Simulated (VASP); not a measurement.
Wanted: the native input for a VASP 6.6.1 run.

| Property | Result |
| --- | --- |
| Task | single point |
| Functional | r2SCAN |
| Dispersion | D3(BJ) |
| Potentials or basis | VASP PAW PBE potentials, release 64 (Li_sv) |
| Cutoff | 520 eV |
| k mesh | 8 × 8 × 8 |
| Occupations | gaussian, width 0.1 eV |
| Spin | no spin polarisation |
| Dipole correction | no |
| Further INCAR settings | ALGO = Normal; EDIFF = 1e-06; NBANDS = 8 |

Crystal: Li.

```
Li
1.0
    -1.71621    1.71621    1.71621
     1.71621   -1.71621    1.71621
     1.71621    1.71621   -1.71621
Li
1
Direct
  0.00000 0.00000 0.00000
```

One way to write it, as run:

POSCAR

```
Li
1.0
   -1.7162134858      1.7162134858      1.7162134858
    1.7162134858     -1.7162134858      1.7162134858
    1.7162134858      1.7162134858     -1.7162134858
Li
1
Direct
    0.0000000000      0.0000000000      0.0000000000
```

INCAR.step1

```
SYSTEM = Li
PREC = Accurate
ENCUT = 520
ISMEAR = 0
SIGMA = 0.1
LREAL = .FALSE.
LASPH = .TRUE.
NELM = 60
NBANDS = 8
GGA = PE
ALGO = Normal
EDIFF = 1E-4
LWAVE = .TRUE.
LCHARG = .FALSE.
```

INCAR.step2

```
SYSTEM = Li
PREC = Accurate
ENCUT = 520
EDIFF = 1E-6
ISMEAR = 0
SIGMA = 0.1
LREAL = .FALSE.
LASPH = .TRUE.
NELM = 60
ALGO = Normal
ISIF = 2
LWAVE = .FALSE.
LCHARG = .FALSE.
METAGGA = R2SCAN
LMIXTAU = .TRUE.
IVDW = 12
VDW_S6 = 1.0
VDW_S8 = 0.78981345
VDW_A1 = 0.49484001
VDW_A2 = 5.73083694
NBANDS = 8
ISTART = 1
```

KPOINTS

```
regular mesh
0
G
  8 8 8
  0 0 0
```

Potentials or basis: VASP PAW PBE potentials, release 64 (Li_sv).

Command:

```sh
$ cat potpaw_PBE.64/Li_sv/POTCAR > POTCAR
$ cp INCAR.step1 INCAR
$ mpirun -np 1 vasp_std > vasp.out
$ cp INCAR.step2 INCAR
$ mpirun -np 1 vasp_std > vasp.out
```

Results of the run:

The band gap on the k mesh is zero (an odd number of electrons rules out a gap without spin polarisation) and the dispersion energy per atom is -0.080 eV.

Caveat: three body term missing.

It took 23 s on 1 thread of Intel Xeon 8259CL (shared host), peak memory 0.14 GiB.
